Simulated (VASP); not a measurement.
# Al2O3 (I4_1/amd) in VASP: single point with PBE

Aim: the single point of Al2O3 with PBE.

Everything below comes from runs of VASP 6.6.1. Logs are shortened: lines on timing, memory, paths and dates and some standing lists are left out, and cuts for length are marked.

## (1) The cell of the first run

The structure is tetragonal, space group I4_1/amd (No. 141). The conventional cell has a = 5.595 Å, b = 5.595 Å, c = 19.383 Å, α = 90.00°, β = 90.00°, γ = 90.00°. Al (site symmetry 2mm) has 3 O at 1.62 Å within 2.1 Å. O (site symmetry -4m2) has 2 Al at 1.62 Å within 2.1 Å. O (site symmetry 2/m) has 2 Al at 1.62 Å within 2.1 Å.

The cell was built from a structure type or drawn by symmetry, and may not be a known phase.

## (2) Single point, PBE

File INCAR:

```
  PREC = Accurate
  ENCUT = 520
  EDIFF = 1E-6
  ISMEAR = 0
  SIGMA = 0.1
  LREAL = False
  LASPH = True
  NELM = 100
  ALGO = Normal
  ISIF = 2
  LWAVE = False
  LCHARG = False
  GGA = PE
  NBANDS = 35
```

File KPOINTS:

```
regular mesh
0
Gamma
  4 4 4
```

File POSCAR:

```
Al2O3
1.0
   -2.7976853200      2.7976853200      9.6914659500
    2.7976853200     -2.7976853200      9.6914659500
    2.7976853200      2.7976853200     -9.6914659500
Al O
4 6
Direct
    0.0833333400      0.0833333400      0.0000000000
    0.8333333400      0.3333333400      0.5000000000
    0.9166666600      0.9166666600      0.0000000000
    0.6666666600      0.1666666600      0.5000000000
    0.0000000000      0.0000000000      0.0000000000
    0.3750000000      0.1250000000      0.2500000000
    0.8750000000      0.1250000000      0.7500000000
    0.8750000000      0.1250000000      0.2500000000
    0.8750000000      0.6250000000      0.7500000000
    0.7500000000      0.2500000000      0.5000000000
```

Potentials or basis: VASP PAW PBE potentials, release 64 (Al, O).

Launch:

```sh
$ cat potpaw_PBE.64/Al/POTCAR potpaw_PBE.64/O/POTCAR > POTCAR
$ mpirun -np 1 vasp_std > vasp.out
```

OUTCAR:

```text
PREC = Accurate
   ENCUT = 520
   EDIFF = 1E-6
   ISMEAR = 0
   LREAL = False
   LASPH = True
   NELM = 100
   ISIF = 2
   GGA = PE

 ion  position               nearest neighbor table
   1  0.083  0.083  0.000-   6 1.62   7 1.62   5 1.62   4 3.23   4 3.23   3 3.23
   2  0.833  0.333  0.500-   8 1.62   9 1.62  10 1.62   3 3.23   3 3.23   4 3.23
   3  0.917  0.917  0.000-   8 1.62   9 1.62   5 1.62   2 3.23   2 3.23   1 3.23
   4  0.667  0.167  0.500-   6 1.62   7 1.62  10 1.62   1 3.23   1 3.23   2 3.23
   5  0.000  0.000  0.000-   1 1.62   3 1.62
   6  0.375  0.125  0.250-   1 1.62   4 1.62
   7  0.875  0.125  0.750-   1 1.62   4 1.62
   8  0.875  0.125  0.250-   2 1.62   3 1.62
   9  0.875  0.625  0.750-   2 1.62   3 1.62
  10  0.750  0.250  0.500-   2 1.62   4 1.62

  LATTYP: Found a body centered tetragonal cell.
 ALAT       =     5.5953706400
 C/A-ratio  =     3.4641015130

  Lattice vectors:

 A1 = (  -2.7976853200,   2.7976853200,   9.6914659500)
 A2 = (   2.7976853200,  -2.7976853200,   9.6914659500)
 A3 = (   2.7976853200,   2.7976853200,  -9.6914659500)

Analysis of symmetry for initial positions (statically):
=====================================================================
 Subroutine PRICEL returns:
 Original cell was already a primitive cell.

 Routine SETGRP: Setting up the symmetry group for a
 body centered tetragonal supercell.

 Subroutine GETGRP returns: Found 16 space group operations
 (whereof  8 operations were pure point group operations)
 out of a pool of 16 trial point group operations.

The static configuration has the point symmetry D_2d.
 The point group associated with its full space group is D_4h.

Analysis of symmetry for dynamics (positions and initial velocities):
=====================================================================
 Subroutine PRICEL returns:
 Original cell was already a primitive cell.

 Routine SETGRP: Setting up the symmetry group for a
 body centered tetragonal supercell.

 Subroutine GETGRP returns: Found 16 space group operations
 (whereof  8 operations were pure point group operations)
 out of a pool of 16 trial point group operations.

The dynamic configuration has the point symmetry D_2d.
 The point group associated with its full space group is D_4h.

 Subroutine INISYM returns: Found 16 space group operations
 (whereof  8 operations are pure point group operations),
 and found     1 'primitive' translations

----------------------------------------------------------------------------------------

                                     Primitive cell

  volume of cell :     303.4221

  direct lattice vectors                    reciprocal lattice vectors
    -2.797685320  2.797685320  9.691465950     0.000000000  0.178719171  0.051591782
     2.797685320 -2.797685320  9.691465950     0.178719171  0.000000000  0.051591782
     2.797685320  2.797685320 -9.691465950     0.178719171  0.178719171  0.000000000

  length of vectors
    10.467979679 10.467979679 10.467979679     0.186016811  0.186016811  0.252747075

  position of ions in fractional coordinates (direct lattice)
     0.083333340  0.083333340  0.000000000
     0.833333340  0.333333340  0.500000000
     0.916666660  0.916666660  0.000000000
     0.666666660  0.166666660  0.500000000
     0.000000000  0.000000000  0.000000000
     0.375000000  0.125000000  0.250000000
     0.875000000  0.125000000  0.750000000
     0.875000000  0.125000000  0.250000000
     0.875000000  0.625000000  0.750000000
     0.750000000  0.250000000  0.500000000

  ion indices of the primitive-cell ions
   primitive index   ion index
                 1           1
                 2           2
                 3           3
                 4           4
                 5           5
                 6           6
                 7           7
                 8           8
                 9           9
                10          10

----------------------------------------------------------------------------------------

 KPOINTS: regular mesh

Automatic generation of k-mesh.
 Grid dimensions read from file:
 generate k-points for:    4    4    4

 Generating k-lattice:

  Cartesian coordinates                     Fractional coordinates (reciprocal lattice)
     0.000000000  0.044679793  0.012897946     0.250000000 -0.000000000  0.000000000
     0.044679793  0.000000000  0.012897946    -0.000000000  0.250000000  0.000000000
     0.044679793  0.044679793  0.000000000     0.000000000  0.000000000  0.250000000

  Length of vectors
     0.046504203  0.046504203  0.063186769

  Shift w.r.t. Gamma in fractional coordinates (k-lattice)
     0.000000000  0.000000000  0.000000000

 Subroutine IBZKPT returns following result:
 ===========================================

 Found     13 irreducible k-points:

 Following reciprocal coordinates:
            Coordinates               Weight
  0.000000  0.000000  0.000000      1.000000
  0.250000  0.000000  0.000000      8.000000
  0.500000  0.000000  0.000000      4.000000
  0.250000  0.250000  0.000000      8.000000
  0.500000  0.250000 -0.000000     16.000000
 -0.250000  0.250000  0.000000      4.000000
  0.500000  0.500000  0.000000      2.000000
  0.250000  0.250000  0.250000      2.000000
 -0.250000  0.250000  0.250000      4.000000
  0.500000  0.500000  0.250000      4.000000
 -0.250000  0.500000  0.250000      8.000000
 -0.250000 -0.250000  0.250000      2.000000
  0.500000  0.500000  0.500000      1.000000
   k-points           NKPTS =     13   k-points in BZ     NKDIM =     13   number of bands    NBANDS=     35
   number of dos      NEDOS =    301   number of ions     NIONS =     10
   total plane-waves  NPLWV = 512000
   dimension x,y,z NGX =    80 NGY =   80 NGZ =   80
   dimension x,y,z NGXF=   160 NGYF=  160 NGZF=  160
   ions per type =               4   6
   NGX,Y,Z   is equivalent  to a cutoff of  12.71, 12.71, 12.71 a.u.
   NGXF,Y,Z  is equivalent  to a cutoff of  25.41, 25.41, 25.41 a.u.
 SYSTEM =  unknown system
   PREC   = accura    normal or accurate (medium, high low for compatibility)
   ISTART =      0    job   : 0-new  1-cont  2-samecut
   ICHARG =      2    charge: 1-file 2-atom 10-const
   ISPIN  =      1    spin polarized calculation?
   LNONCOLLINEAR =      F non collinear calculations
   LSORBIT =      F    spin-orbit coupling
   LASPH  =      T    aspherical Exc in radial PAW
   ENCUT  =  520.0 eV  38.22 Ry    6.18 a.u.  19.46 19.46 19.46*2*pi/ulx,y,z
   NELM   =    100;   NELMIN=  2; NELMDL= -5     # of ELM steps
   EDIFF  = 0.1E-05   stopping-criterion for ELM
   LREAL  =      F    real-space projection
   EDIFFG = 0.1E-04   stopping-criterion for IOM
   NSW    =      0    number of steps for IOM
   IBRION =     -1    ionic relax: 0-MD 1-quasi-New 2-CG
   NFREE  =      0    steps in history (QN), initial steepest desc. (CG)
   ISIF   =      2    stress and relaxation
   ISYM   =      2    0-nonsym 1-usesym 2-fastsym
   POTIM  = 0.5000    time-step for ionic-motion
   TEBEG  =    0.0;   TEEND  =   0.0 temperature during run
   PSTRESS=    0.0 pullay stress
   NELECT =      48.0000    total number of electrons
   NUPDOWN=      -1.0000    fix difference up-down
   EMIN   =  10.00;   EMAX   =-10.00  energy-range for DOS
   EFERMI =   0.00;   METHOD = LEGACY
   ISMEAR =     0;   SIGMA  =   0.10  broadening in eV -4-tet -1-fermi 0-gaus
   EFERMI_NEDOS =   21; number of points for ismear=-14 and -15
   IALGO  =     38    algorithm
   IMIX   =      4    mixing-type and parameters
     AMIX     =   0.40;   BMIX     =  1.00
     AMIX_MAG =   1.60;   BMIX_MAG =  1.00
  volume/ion in A,a.u.               =      30.34       204.76
  Fermi-wavevector in a.u.,A,eV,Ry     =   0.885400  1.673163 10.666058  0.783933
  Thomas-Fermi vector in A             =   2.006428
   LORBIT       =      0    0 simple, 1 ext, 2 COOP (PROOUT), +10 PAW based schemes
   GGA     = PE    functional components
   LHFCALC =     F    Hartree Fock is set to
   AEXX    =    0.0000 exact exchange contribution
   IVDW    =     0    specifies the selected vdW correction
   LEPSILON=     F    determine dielectric tensor
   LRPA    =     F    only Hartree local field effects (RPA)
 non-spin polarized calculation
 Gauss-broadening in eV      SIGMA  =   0.10
  energy-cutoff  :      520.00
  volume of cell :      303.42
 maximum number of plane-waves:      8204
 NGX is ok and might be reduce to    80
   NGX = 39   NGY = 39   NGZ = 39

 number of electron      47.9999994 magnetization

 Free energy of the ion-electron system (eV)
  ---------------------------------------------------
  ext. energy  EPLUGINS =         0.00000000
  ---------------------------------------------------
  free energy    TOTEN  =       -67.99890789 eV

  energy without entropy =      -67.99890789  energy(sigma->0) =      -67.99890789

 E-fermi :  -2.3596     XC(G=0):  -5.2717

 val. band max:       -2.8768575388   @ k =   0.0000   0.0000   0.0000
 cond. band min:       0.7076131687   @ k =   0.0000   0.0000   0.0000
 fundamental gap:      3.5844707075
 Fermi energy:        -2.3596318038

 k-point     1 :       0.0000    0.0000    0.0000
  band No.  band energies     occupation
      1     -20.0954      2.00000
      2     -19.8213      2.00000
      3     -19.4962      2.00000
      4     -19.1801      2.00000
      5     -19.1801      2.00000
      6     -19.1621      2.00000
[... 27 lines left out ...]
     34       6.3612      0.00000
     35       6.3811      0.00000

 k-point     2 :       0.2500    0.0000    0.0000
  band No.  band energies     occupation
      1     -20.0549      2.00000
      2     -19.7941      2.00000
      3     -19.5279      2.00000
      4     -19.2279      2.00000
      5     -19.1800      2.00000
      6     -19.1654      2.00000
[... 27 lines left out ...]
     34       6.3708      0.00000
     35       6.5624      0.00000
[... 378 lines left out ...]
     34       6.1009      0.00000
     35       6.4554      0.00000

 k-point    13 :       0.5000    0.5000    0.5000
  band No.  band energies     occupation
      1     -19.9921      2.00000
      2     -19.9921      2.00000
      3     -19.2956      2.00000
      4     -19.2956      2.00000
      5     -19.1801      2.00000
      6     -19.1801      2.00000
[... 27 lines left out ...]
     34       5.7933      0.00000
     35       6.5044      0.00000

------------------------ aborting loop because EDIFF is reached ----------------------------------------

  FORCE on cell =-STRESS in cart. coord.  units (eV):
  Direction    XX          YY          ZZ          XY          YZ          ZX
  --------------------------------------------------------------------------------------
  -------------------------------------------------------------------------------------
  Total       13.1979319     13.1979319     25.8678176      0.0000000     -0.0000000      0.0000000
  in kB       69.6898085     69.6898085    136.5913443      0.0000000     -0.0000000      0.0000000
  external PRESSURE =      91.9903204 kB  Pullay stress =       0.0000000 kB

 VOLUME and BASIS-vectors are now :
 -----------------------------------------------------------------------------
  energy-cutoff  :      520.00
  volume of cell :      303.42
      direct lattice vectors                 reciprocal lattice vectors
    -2.797685320  2.797685320  9.691465950     0.000000000  0.178719171  0.051591782
     2.797685320 -2.797685320  9.691465950     0.178719171  0.000000000  0.051591782
     2.797685320  2.797685320 -9.691465950     0.178719171  0.178719171  0.000000000

 POSITION                                       TOTAL-FORCE (eV/Angst)
 -----------------------------------------------------------------------------------
      0.00000      0.00000      1.61524         0.000000     -0.000000     -0.035629
     -0.00000      2.79769      6.46098        -0.000000      0.000000     -0.035629
      0.00000      0.00000     17.76769         0.000000     -0.000000      0.035629
      0.00000      2.79769      3.23049        -0.000000      0.000000      0.035629
      0.00000      0.00000      0.00000        -0.000000     -0.000000      0.000000
     -0.00000      1.39884      2.42287        -0.000000     -0.000000      0.000000
      0.00000      4.19653      2.42287        -0.000000     -0.000000      0.000000
     -1.39884      2.79769      7.26860        -0.000000     -0.000000      0.000000
      1.39884      2.79769      7.26860        -0.000000     -0.000000      0.000000
     -0.00000      2.79769      4.84573        -0.000000     -0.000000      0.000000
 -----------------------------------------------------------------------------------
    total drift:                               -0.000000      0.000000     -0.000000

  FREE ENERGIE OF THE ION-ELECTRON SYSTEM (eV)
  ---------------------------------------------------
  free  energy   TOTEN  =       -67.9989078935 eV

  energy  without entropy=      -67.9989078935  energy(sigma->0) =      -67.99890789
```

Run time: 14 min. Hardware: 1 thread of AMD EPYC 7R13, shared host; peak memory 0.97 GiB.

Results:

```
Free energy            : -67.9989 eV
Pressure               : 9.2 GPa
Largest force          : 0.036 eV/Å
Band gap on the k mesh : 3.58 eV
```

Forces on the atoms (eV/Å):
```
Al   0.000  0.000 -0.036
Al   0.000  0.000 -0.036
Al   0.000  0.000  0.036
Al   0.000  0.000  0.036
O    0.000  0.000  0.000
O    0.000  0.000  0.000
O    0.000  0.000  0.000
O    0.000  0.000  0.000
O    0.000  0.000  0.000
O    0.000  0.000  0.000
```

Caveat: the cell stands under pressure. A k mesh can miss the band edges.
